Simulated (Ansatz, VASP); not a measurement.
One calculation of Ca2AlO, two programs

Contents of INCAR:

```
SYSTEM = Ca2AlO
ALGO = Normal
EDIFF = 1E-7
ENCUT = 520
GGA = PE
ISIF = 2
ISMEAR = 0
ISPIN = 2
LASPH = .TRUE.
LCHARG = .FALSE.
LORBIT = 11
LREAL = .FALSE.
LWAVE = .FALSE.
MAGMOM = 0 0 0 1
NBANDS = 26
NELM = 150
PREC = Accurate
SIGMA = 0.1
```

Contents of KPOINTS:

```
k-points
0
G
  4 4 6
  0 0 0
```

Contents of POSCAR:

```
Ca2AlO
1.0
    4.5095878700      0.0000000000      0.0000000000
    0.0000000000      4.5095878700      0.0000000000
    0.0000000000      0.0000000000      3.7307200500
Ca Al O
2 1 1
Direct
    0.0000000000      0.5000000000      0.0000000000
    0.5000000000      0.0000000000      0.0000000000
    0.5000000000      0.5000000000      0.0000000000
    0.0000000000      0.0000000000      0.0000000000
```

Input for Ansatz:

```yaml
crystal:
  lattice:
    - [4.50958787, 0.0, 0.0]
    - [0.0, 4.50958787, 0.0]
    - [0.0, 0.0, 3.73072005]
  atoms:
    - { symbol: Ca, position: [0.0, 0.5, 0.0] }
    - { symbol: Ca, position: [0.5, 0.0, 0.0] }
    - { symbol: Al, position: [0.5, 0.5, 0.0] }
    - { symbol: O, position: [0.0, 0.0, 0.0], spin: 1.0 }
basis:
  ecutwfc: 420
kpoints:
  mp_grid: { grid: [4, 4, 6] }
hamiltonian:
  xc: pbe
scf:
  occupations: { method: gaussian, width: 0.1 }
  lower_state_search: "off"
output:
  forces: true
  stress: true
  eigenvalues: true
  populations: true
magnetization:
  spin_polarized: true
```

Alike in both runs: task single point; functional PBE; k mesh 4 × 4 × 6; occupations gaussian, width 0.1 eV; collinear spin.

```csv
,VASP,Ansatz
version,VASP 6.6.1,Ansatz 0.2.0
potentials or method,"VASP PAW PBE potentials, release 64 (Ca_sv, Al, O), cutoff 520 eV","scalar-relativistic, plane waves, PAW"
valence electrons in the cell,29,29
```

|  | VASP | Ansatz | Ansatz less VASP |
| --- | --- | --- | --- |
| gap on the k mesh at the Fermi level (eV) | none | none | - |
| net moment per atom (μB) | 0.00 | 0.00 | 0.000 |

A gap of «none» marks a metal or a gap that the smearing closes. With one functional, cell and mesh, what is left measures potentials, basis and numerics. Ansatz's warnings: seeded moment not kept.
